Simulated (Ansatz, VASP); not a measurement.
Given: the input of a run of VASP 6.6.1 on AlSn.

INCAR

```
SYSTEM = AlSn
PREC = Accurate ; ENCUT = 520
EDIFF = 1E-6 ; ISMEAR = -1
SIGMA = 0.05 ; LREAL = .FALSE.
LASPH = .TRUE. ; NELM = 100
ALGO = Fast ; ISIF = 2
LWAVE = .FALSE. ; LCHARG = .FALSE.
GGA = PS ; NBANDS = 16
```

KPOINTS

```
regular mesh
0
G
  7 7 8
  0 0 0
```

Contents of POSCAR:

```
AlSn
1.0
    4.2533501828      0.0000000000      0.0000000000
   -2.1266750913      3.6835093094      0.0000000000
    0.0000000000      0.0000000000      3.3503631350
Sn Al
1 1
Direct
    0.3333333333      0.6666666667      0.5000000000
    0.0000000000      0.0000000000      0.0000000000
```

Potentials or basis: VASP PAW PBE potentials, release 64 (Sn_d, Al).

The run is started by

```sh
$ cat potpaw_PBE.64/Sn_d/POTCAR potpaw_PBE.64/Al/POTCAR > POTCAR
$ mpirun -np 1 vasp_std > vasp.out
```

Question: Set up the same calculation for Ansatz 0.2.0. Potentials there: all-electron LAPW, scalar-relativistic.

Answer: As run (the cutoff follows the program's own potentials):

input.yaml

```yaml
crystal:
  lattice:
    - [4.2533501828, 0.0, 0.0]
    - [-2.1266750913, 3.6835093094, 0.0]
    - [0.0, 0.0, 3.350363135]
  atoms:
    - { symbol: Sn, position: [0.3333333333, 0.6666666667, 0.5] }
    - { symbol: Al, position: [0.0, 0.0, 0.0] }
kpoints:
  mp_grid: { grid: [7, 7, 8] }
scf:
  occupations: { method: fermi_dirac, width: 0.05 }
hamiltonian:
  xc: pbesol
  pseudopotentials: { kind: all_electron, lapw: { basis_error: 0.001 } }
output:
  forces: true
  stress: true
  eigenvalues: true
```

Potentials or basis: all-electron LAPW, scalar-relativistic.

Launch:

```bash
$ ansatz run input.yaml --threads 1 --pin off --max-ram 3072MiB --backend cpu --events-out ev --progress --plain --runs-dir out
```

Both were run:

|  | VASP | Ansatz | Ansatz less VASP |
| --- | --- | --- | --- |
| gap on the k mesh at the Fermi level (eV) | none | none | - |
| pressure (GPa) | -3.5 | -3.5 | +0.05 |
| traceless stress, the component that is largest in VASP (GPa) | -0.23 | -0.23 | -0.001 |

VASP's potentials were made for PBE, not for PBEsol. A gap of «none» marks a metal or a gap that the smearing closes. Ansatz ran all-electron here, and VASP with PAW potentials.
